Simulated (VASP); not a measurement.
A run of VASP 6.6.1 is set up as follows.

File POSCAR:

```
W
1.0
    5.0530592813      0.0000000000      0.0000000000
    0.0000000000      5.0530592813      0.0000000000
    0.0000000000      0.0000000000      5.0530592813
W
8
Direct
    0.0000000000      0.0000000000      0.0000000000
    0.5000000000      0.5000000000      0.5000000000
    0.0000000000      0.5000000000      0.2500000000
    0.0000000000      0.5000000000      0.7500000000
    0.2500000000      0.0000000000      0.5000000000
    0.7500000000      0.0000000000      0.5000000000
    0.5000000000      0.7500000000      0.0000000000
    0.5000000000      0.2500000000      0.0000000000
```

File INCAR.step1:

```
PREC     = Accurate       # precision mode
ENCUT    = 520            # plane-wave cutoff, eV
ISMEAR   = 0              # smearing method
SIGMA    = 0.1            # smearing width, eV
LREAL    = F              # projectors in reciprocal space
LASPH    = T              # aspherical terms in the spheres
NELM     = 80             # most SCF steps
NBANDS   = 66             # bands
GGA      = PE             # functional
ALGO     = Normal         # electronic algorithm
EDIFF    = 1E-4           # SCF threshold, eV
LWAVE    = T              # write WAVECAR
LCHARG   = F              # write CHGCAR
```

The input INCAR.step2:

```
PREC     = Accurate       # precision mode
ENCUT    = 520            # plane-wave cutoff, eV
EDIFF    = 1E-6           # SCF threshold, eV
ISMEAR   = 0              # smearing method
SIGMA    = 0.1            # smearing width, eV
LREAL    = F              # projectors in reciprocal space
LASPH    = T              # aspherical terms in the spheres
NELM     = 80             # most SCF steps
ALGO     = Normal         # electronic algorithm
ISIF     = 2              # what is computed and relaxed
LWAVE    = F              # write WAVECAR
LCHARG   = F              # write CHGCAR
METAGGA  = R2SCAN         # meta-GGA
LMIXTAU  = T            
NBANDS   = 66             # bands
ISTART   = 1
```

Contents of KPOINTS:

```
Automatic mesh
0
Gamma
  8 8 8
```

Potentials or basis: VASP PAW PBE potentials, release 64 (W_sv).

The run is started by

```bash
$ cat potpaw_PBE.64/W_sv/POTCAR > POTCAR
$ cp INCAR.step1 INCAR
$ mpirun -np 1 vasp_std > vasp.out
$ cp INCAR.step2 INCAR
$ mpirun -np 1 vasp_std > vasp.out
```

Question: What does it give for the band gap on the k mesh?

Answer: Zero (bands 56 and 57 overlap by 0.77 eV).

Question: Estimate the pressure.

Answer: 1.2 GPa.

Caveat: the PAW data sets were made with another functional, which shifts forces and pressure a little; spin-orbit coupling is left out, which moves the levels of the heavy elements.
